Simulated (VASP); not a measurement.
# Mo (Im-3m) in VASP: further runs

The runs below take Mo through single point, with PBEsol.

All numbers are computed with VASP 6.6.1; they aren't measurements. Logs are shortened: lines on timing, memory, paths and dates and some standing lists are left out, and cuts for length are marked.

### Step 1. The cell of the first run

It takes space group Im-3m (No. 229, cubic). The conventional cell has a = 3.168 Å, b = 3.168 Å, c = 3.168 Å, α = 90.00°, β = 90.00°, γ = 90.00°. Within 3.6 Å of Mo (site symmetry m-3m) lie 14 Mo at 2.74 to 3.17 Å.

### Step 2. Single point, PBEsol

Contents of INCAR:

```
  PREC = Accurate
  ENCUT = 520
  EDIFF = 1E-6
  ISMEAR = 0
  SIGMA = 0.1
  LREAL = F
  LASPH = T
  NELM = 80
  ALGO = Fast
  ISIF = 2
  LWAVE = F
  LCHARG = F
  GGA = PS
  NBANDS = 13
```

Contents of KPOINTS:

```
regular mesh
0
Gamma
  8 8 8
```

Contents of POSCAR:

```
Mo
1.0
   -1.5838089700      1.5838089700      1.5838089700
    1.5838089700     -1.5838089700      1.5838089700
    1.5838089700      1.5838089700     -1.5838089700
Mo
1
Direct
    0.0000000000      0.0000000000      0.0000000000
```

Potentials or basis: VASP PAW PBE potentials, release 64 (Mo_sv).

Launch:

```sh
cat potpaw_PBE.64/Mo_sv/POTCAR > POTCAR
mpirun -np 1 vasp_std > vasp.out
```

OUTCAR:

```text
PREC = Accurate
   ENCUT = 520
   EDIFF = 1E-6
   ISMEAR = 0
   LREAL = F
   LASPH = T
   NELM = 80
   ISIF = 2
   GGA = PS

 ion  position               nearest neighbor table
   1  0.000  0.000  0.000-

  LATTYP: Found a body centered cubic cell.
 ALAT       =     3.1676179400

  Lattice vectors:

 A1 = (  -1.5838089700,   1.5838089700,   1.5838089700)
 A2 = (   1.5838089700,  -1.5838089700,   1.5838089700)
 A3 = (   1.5838089700,   1.5838089700,  -1.5838089700)

Analysis of symmetry for initial positions (statically):
=====================================================================
 Subroutine PRICEL returns:
 Original cell was already a primitive cell.

 Routine SETGRP: Setting up the symmetry group for a
 body centered cubic supercell.

 Subroutine GETGRP returns: Found 48 space group operations
 (whereof 48 operations were pure point group operations)
 out of a pool of 48 trial point group operations.

The static configuration has the point symmetry O_h .

Analysis of symmetry for dynamics (positions and initial velocities):
=====================================================================
 Subroutine PRICEL returns:
 Original cell was already a primitive cell.

 Routine SETGRP: Setting up the symmetry group for a
 body centered cubic supercell.

 Subroutine GETGRP returns: Found 48 space group operations
 (whereof 48 operations were pure point group operations)
 out of a pool of 48 trial point group operations.

The dynamic configuration has the point symmetry O_h .

 Subroutine INISYM returns: Found 48 space group operations
 (whereof 48 operations are pure point group operations),
 and found     1 'primitive' translations

----------------------------------------------------------------------------------------

                                     Primitive cell

  volume of cell :      15.8916

  direct lattice vectors                    reciprocal lattice vectors
    -1.583808970  1.583808970  1.583808970     0.000000000  0.315694638  0.315694638
     1.583808970 -1.583808970  1.583808970     0.315694638  0.000000000  0.315694638
     1.583808970  1.583808970 -1.583808970     0.315694638  0.315694638  0.000000000

  length of vectors
     2.743237606  2.743237606  2.743237606     0.446459639  0.446459639  0.446459639

  position of ions in fractional coordinates (direct lattice)
     0.000000000  0.000000000  0.000000000
[... 75 lines left out ...]
   NELM   =     80;   NELMIN=  2; NELMDL= -5     # of ELM steps
   EDIFF  = 0.1E-05   stopping-criterion for ELM
   LREAL  =      F    real-space projection
[... 7 lines left out ...]
   TEBEG  =    0.0;   TEEND  =   0.0 temperature during run
   PSTRESS=    0.0 pullay stress
   NELECT =      14.0000    total number of electrons
   NUPDOWN=      -1.0000    fix difference up-down
   EMIN   =  10.00;   EMAX   =-10.00  energy-range for DOS
   EFERMI =   0.00;   METHOD = LEGACY
   ISMEAR =     0;   SIGMA  =   0.10  broadening in eV -4-tet -1-fermi 0-gaus
   EFERMI_NEDOS =   21; number of points for ismear=-14 and -15
   IALGO  =     68    algorithm
   IMIX   =      4    mixing-type and parameters
     AMIX     =   0.40;   BMIX     =  1.00
     AMIX_MAG =   1.60;   BMIX_MAG =  1.00
  volume/ion in A,a.u.               =      15.89       107.24
  Fermi-wavevector in a.u.,A,eV,Ry     =   1.569380  2.965698 33.510508  2.462953
  Thomas-Fermi vector in A             =   2.671271
   LORBIT       =      0    0 simple, 1 ext, 2 COOP (PROOUT), +10 PAW based schemes
   GGA     = PS    functional components
   LHFCALC =     F    Hartree Fock is set to
   AEXX    =    0.0000 exact exchange contribution
   IVDW    =     0    specifies the selected vdW correction
   LEPSILON=     F    determine dielectric tensor
   LRPA    =     F    only Hartree local field effects (RPA)
 non-spin polarized calculation
 RMM-DIIS sequential band-by-band and
 Gauss-broadening in eV      SIGMA  =   0.10
  energy-cutoff  :      520.00
  volume of cell :       15.89
 maximum number of plane-waves:       439
   NGX = 11   NGY = 11   NGZ = 11

 number of electron      14.0000005 magnetization

 Free energy of the ion-electron system (eV)
  ---------------------------------------------------
  ext. energy  EPLUGINS =         0.00000000
  ---------------------------------------------------
  free energy    TOTEN  =       -11.74300316 eV

  energy without entropy =      -11.73875125  energy(sigma->0) =      -11.74087721

 E-fermi :  12.0625     XC(G=0): -13.4374

 val. band max:       11.9287376245   @ k =   0.3750   0.1250   0.0000
 cond. band min:      12.0632701644   @ k =  -0.2500   0.2500   0.1250
 fundamental gap:      0.1345325399
 Fermi energy:        12.0624633859

 k-point     1 :       0.0000    0.0000    0.0000
  band No.  band energies     occupation
      1     -49.0038      2.00000
      2     -22.3273      2.00000
      3     -22.3273      2.00000
      4     -22.3273      2.00000
      5       4.9713      2.00000
      6      10.8597      2.00000
      7      10.8597      2.00000
      8      10.8597      2.00000
      9      13.8116      0.00000
     10      13.8116      0.00000
     11      26.9849      0.00000
     12      26.9849      0.00000
     13      26.9849      0.00000
[... 354 lines left out ...]
  band No.  band energies     occupation
      1     -48.6988      2.00000
      2     -23.3216      2.00000
      3     -22.9427      2.00000
      4     -22.8207      2.00000
      5       8.3162      2.00000
      6       8.8650      2.00000
      7      11.5821      2.00000
      8      12.3973      0.00000
      9      15.0351      0.00000
     10      17.0552      0.00000
     11      25.7802      0.00000
     12      27.7886      0.00000
     13      28.9009      0.00000

 [... further k-points ...]

------------------------ aborting loop because EDIFF is reached ----------------------------------------

  FORCE on cell =-STRESS in cart. coord.  units (eV):
  Direction    XX          YY          ZZ          XY          YZ          ZX
  --------------------------------------------------------------------------------------
  -------------------------------------------------------------------------------------
  Total       -0.8142164     -0.8142164     -0.8142164      0.0000000      0.0000000      0.0000000
  in kB      -82.0884457    -82.0884457    -82.0884457      0.0000000      0.0000000      0.0000000
  external PRESSURE =     -82.0884457 kB  Pullay stress =       0.0000000 kB

 VOLUME and BASIS-vectors are now :
 -----------------------------------------------------------------------------
  energy-cutoff  :      520.00
  volume of cell :       15.89
      direct lattice vectors                 reciprocal lattice vectors
    -1.583808970  1.583808970  1.583808970     0.000000000  0.315694638  0.315694638
     1.583808970 -1.583808970  1.583808970     0.315694638  0.000000000  0.315694638
     1.583808970  1.583808970 -1.583808970     0.315694638  0.315694638  0.000000000

 POSITION                                       TOTAL-FORCE (eV/Angst)
 -----------------------------------------------------------------------------------
      0.00000      0.00000      0.00000         0.000000     -0.000000      0.000000
 -----------------------------------------------------------------------------------
    total drift:                                0.000000     -0.000000      0.000000

  FREE ENERGIE OF THE ION-ELECTRON SYSTEM (eV)
  ---------------------------------------------------
  free  energy   TOTEN  =       -11.7430031640 eV

  energy  without entropy=      -11.7387512496  energy(sigma->0) =      -11.74087721
```

OSZICAR:

```text
N       E                     dE             d eps       ncg     rms          rms(c)
DAV:   1     0.967978511111E+02    0.96798E+02   -0.77318E+03   762   0.109E+03
DAV:   2    -0.112799251378E+02   -0.10808E+03   -0.10434E+03   859   0.319E+02
DAV:   3    -0.125463265590E+02   -0.12664E+01   -0.12626E+01   859   0.344E+01
DAV:   4    -0.125493536344E+02   -0.30271E-02   -0.30270E-02   849   0.199E+00
DAV:   5    -0.125493714675E+02   -0.17833E-04   -0.17833E-04   854   0.141E-01    0.153E+01
RMM:   6    -0.118460784540E+02    0.70329E+00   -0.80917E-01   757   0.825E+00    0.422E+00
RMM:   7    -0.117477445789E+02    0.98334E-01   -0.23465E-01   772   0.433E+00    0.128E+00
RMM:   8    -0.117437599029E+02    0.39847E-02   -0.14587E-02   794   0.131E+00    0.242E-01
RMM:   9    -0.117430314997E+02    0.72840E-03   -0.13299E-03   807   0.361E-01    0.399E-02
RMM:  10    -0.117430049136E+02    0.26586E-04   -0.29976E-04   826   0.171E-01    0.553E-02
RMM:  11    -0.117430033569E+02    0.15567E-05   -0.27837E-05   825   0.630E-02    0.410E-03
RMM:  12    -0.117430031640E+02    0.19294E-06   -0.41721E-06   689   0.253E-02
   1 F= -.11743003E+02 E0= -.11740877E+02  d E =-.425191E-02
```

It took 4.1 s on 1 thread of Intel Xeon Platinum 8375C at 2.90GHz (Ice Lake), shared host; peak memory 0.12 GiB.

Results:

```
Free energy            : -11.7430 eV
Pressure               : -8.2 GPa
Band gap on the k mesh : zero (band 7 reaches 16.11 eV, above the bottom of band 8 at 10.86 eV)
```

Caveat: the PAW data sets were made with another functional, which shifts forces and pressure a little.

### Step 3. Single point, PBEsol

This run uses another cell than the first one, of 15.36 Å³/atom, 0.967 times its volume.

Contents of INCAR:

```
SYSTEM = Mo
ALGO     = Fast           ! electronic algorithm
EDIFF    = 1E-6           ! SCF threshold, eV
ENCUT    = 520            ! plane-wave cutoff, eV
GGA      = PS             ! functional
ISIF     = 2              ! what is computed and relaxed
ISMEAR   = 0              ! smearing method
LASPH    = .True.         ! aspherical terms in the spheres
LCHARG   = .False.        ! write CHGCAR
LREAL    = .False.        ! projectors in reciprocal space
LWAVE    = .False.        ! write WAVECAR
NBANDS   = 13             ! bands
NELM     = 100            ! most SCF steps
PREC     = Accurate       ! precision mode
SIGMA    = 0.1            ! smearing width, eV
```

Contents of KPOINTS:

```
k-points
0
Gamma
  8 8 8
  0 0 0
```

Contents of POSCAR:

```
Mo
1.0
   -1.5659380059      1.5659380059      1.5659380059
    1.5659380059     -1.5659380059      1.5659380059
    1.5659380059      1.5659380059     -1.5659380059
Mo
1
Direct
    0.0000000000      0.0000000000      0.0000000000
```

Potentials or basis: VASP PAW PBE potentials, release 64 (Mo_sv).

Launch:

```sh
cat potpaw_PBE.64/Mo_sv/POTCAR > POTCAR
mpirun -np 1 vasp_std > vasp.out
```

OUTCAR:

```text
SYSTEM = Mo
   EDIFF = 1E-6
   ENCUT = 520
   GGA = PS
   ISIF = 2
   ISMEAR = 0
   LASPH = .True.
   LREAL = .False.
   NELM = 100
   PREC = Accurate

 ion  position               nearest neighbor table
   1  0.000  0.000  0.000-

  LATTYP: Found a body centered cubic cell.
 ALAT       =     3.1318760118

  Lattice vectors:

 A1 = (  -1.5659380059,   1.5659380059,   1.5659380059)
 A2 = (   1.5659380059,  -1.5659380059,   1.5659380059)
[... 562 lines left out ...]
     11      26.7700      0.00000
     12      28.8345      0.00000
     13      29.8503      0.00000

 [... further k-points ...]

------------------------ aborting loop because EDIFF is reached ----------------------------------------

  FORCE on cell =-STRESS in cart. coord.  units (eV):
  Direction    XX          YY          ZZ          XY          YZ          ZX
  --------------------------------------------------------------------------------------
  -------------------------------------------------------------------------------------
  Total        0.0538405      0.0538405      0.0538405     -0.0000000     -0.0000000      0.0000000
  in kB        5.6161101      5.6161101      5.6161101     -0.0000000     -0.0000000      0.0000000
  external PRESSURE =       5.6161101 kB  Pullay stress =       0.0000000 kB

 VOLUME and BASIS-vectors are now :
 -----------------------------------------------------------------------------
  energy-cutoff  :      520.00
  volume of cell :       15.36
      direct lattice vectors                 reciprocal lattice vectors
    -1.565938006  1.565938006  1.565938006     0.000000000  0.319297442  0.319297442
     1.565938006 -1.565938006  1.565938006     0.319297442  0.000000000  0.319297442
     1.565938006  1.565938006 -1.565938006     0.319297442  0.319297442  0.000000000

 POSITION                                       TOTAL-FORCE (eV/Angst)
 -----------------------------------------------------------------------------------
      0.00000      0.00000      0.00000         0.000000     -0.000000     -0.000000
 -----------------------------------------------------------------------------------
    total drift:                                0.000000     -0.000000      0.000000

  FREE ENERGIE OF THE ION-ELECTRON SYSTEM (eV)
  ---------------------------------------------------
  free  energy   TOTEN  =       -11.7561234553 eV

  energy  without entropy=      -11.7514522731  energy(sigma->0) =      -11.75378786
```

OSZICAR:

```text
N       E                     dE             d eps       ncg     rms          rms(c)
DAV:   1     0.925601392839E+02    0.92560E+02   -0.81266E+03   770   0.112E+03
DAV:   2    -0.113809811811E+02   -0.10394E+03   -0.99862E+02   919   0.309E+02
DAV:   3    -0.125224094249E+02   -0.11414E+01   -0.11396E+01   809   0.323E+01
DAV:   4    -0.125247373665E+02   -0.23279E-02   -0.23279E-02   874   0.182E+00
DAV:   5    -0.125247517312E+02   -0.14365E-04   -0.14364E-04   819   0.127E-01    0.165E+01
RMM:   6    -0.118563802818E+02    0.66837E+00   -0.75124E-01   760   0.803E+00    0.482E+00
RMM:   7    -0.117607104577E+02    0.95670E-01   -0.22336E-01   771   0.428E+00    0.115E+00
RMM:   8    -0.117566726730E+02    0.40378E-02   -0.13277E-02   798   0.126E+00    0.227E-01
RMM:   9    -0.117561457793E+02    0.52689E-03   -0.12028E-03   804   0.348E-01    0.372E-02
RMM:  10    -0.117561241323E+02    0.21647E-04   -0.24484E-04   833   0.158E-01    0.467E-02
RMM:  11    -0.117561236009E+02    0.53140E-06   -0.20457E-05   827   0.554E-02    0.221E-03
RMM:  12    -0.117561234553E+02    0.14564E-06   -0.39325E-06   659   0.234E-02
   1 F= -.11756123E+02 E0= -.11753788E+02  d E =-.467118E-02
```

stdout:

```text
POSCAR found type information on POSCAR Mo
 POSCAR found :  1 types and       1 ions
 scaLAPACK will be used
 -----------------------------------------------------------------------------
|                                                                             |
|                                                                             |
|     You enforced a specific xc type in the INCAR file but a different       |
|     I HOPE YOU KNOW WHAT YOU ARE DOING!                                     |
|                                                                             |
 -----------------------------------------------------------------------------

 LDA part: xc-table for (Slater+PW92), standard interpolation
 POSCAR, INCAR and KPOINTS ok, starting setup
 FFT: planning ... GRIDC
 FFT: planning ... GRID_SOFT
 FFT: planning ... GRID
 WAVECAR not read
 entering main loop
```

Run time: 4.3 s. Hardware: 1 thread of Intel Xeon Platinum 8375C at 2.90GHz (Ice Lake), shared host; peak memory 0.12 GiB.

What came out:

| Item | Value |
| --- | --- |
| Free energy | -11.7561 eV |
| Pressure | 0.6 GPa |
| Band gap on the k mesh | zero (band 7 reaches 16.86 eV, above the bottom of band 8 at 11.35 eV) |

Caveat: the PAW data sets were made with another functional, which shifts forces and pressure a little.

### Step 4. Single point, PBEsol

This run uses another cell than the first one, of 15.32 Å³/atom, 0.964 times its volume.

Contents of INCAR:

```
PREC = Accurate
ENCUT = 520
EDIFF = 1E-6
ISMEAR = 0
SIGMA = 0.1
LREAL = F
LASPH = T
NELM = 60
ALGO = Normal
ISIF = 2
LWAVE = F
LCHARG = F
GGA = PS
NBANDS = 13
```

Contents of KPOINTS:

```
regular mesh
0
Gamma
  16 16 16
```

Contents of POSCAR:

```
Mo
1.0
   -1.5645539155      1.5645539155      1.5645539155
    1.5645539155     -1.5645539155      1.5645539155
    1.5645539155      1.5645539155     -1.5645539155
Mo
1
Direct
    0.0000000000      0.0000000000      0.0000000000
```

Launch:

```sh
cat potpaw_PBE.64/Mo_sv/POTCAR > POTCAR
mpirun -np 1 vasp_std > vasp.out
```

Wall time 15 s (1 thread of Intel Xeon Platinum 8375C at 2.90GHz (Ice Lake), shared host); peak memory 0.14 GiB.

The run converged. Its results:

```yaml
Free_energy: -11.7842 eV
Pressure: 0.5 GPa
Band_gap_on_the_k_mesh: zero (band 7 reaches 16.93 eV, above the bottom of band 8 at 11.39 eV)
```

Levels at points of the mesh, in eV from the Fermi level:
| k point | band 5 | band 6 | band 7 | band 8 | band 9 | band 10 |
| --- | --- | --- | --- | --- | --- | --- |
| (0.00, 0.00, 0.00) | -7.35 | -1.40 | -1.40 | -1.40 | 1.69 | 1.69 |
| (0.50, 0.00, 0.00) | -5.48 | -3.51 | 1.68 | 1.73 | 2.38 | 4.93 |
| (0.50, 0.50, 0.50) | -5.63 | -5.63 | 4.13 | 4.13 | 4.13 | 9.18 |

Caveat: the PAW data sets were made with another functional, which shifts forces and pressure a little.

### Step 5. Overview

```tsv
cell	k mesh	gap on the mesh (eV)	pressure (GPa)
a = 2.743 Å, angles 109.5°, 1 atom	8 × 8 × 8	none	-8.2
a = 2.712 Å, angles 109.5°, 1 atom	8 × 8 × 8	none	0.6
a = 2.710 Å, angles 109.5°, 1 atom	16 × 16 × 16	none	0.5
```

Alike in all rows: task single point; level PBEsol; potentials or basis VASP PAW PBE potentials, release 64 (Mo_sv); no spin polarisation; cutoff (eV) 520; smearing gaussian 0.1 eV.

Caveats: the PAW data sets were made with another functional, which shifts forces and pressure a little.

Absolute energies hang on the potentials; compare differences alone.
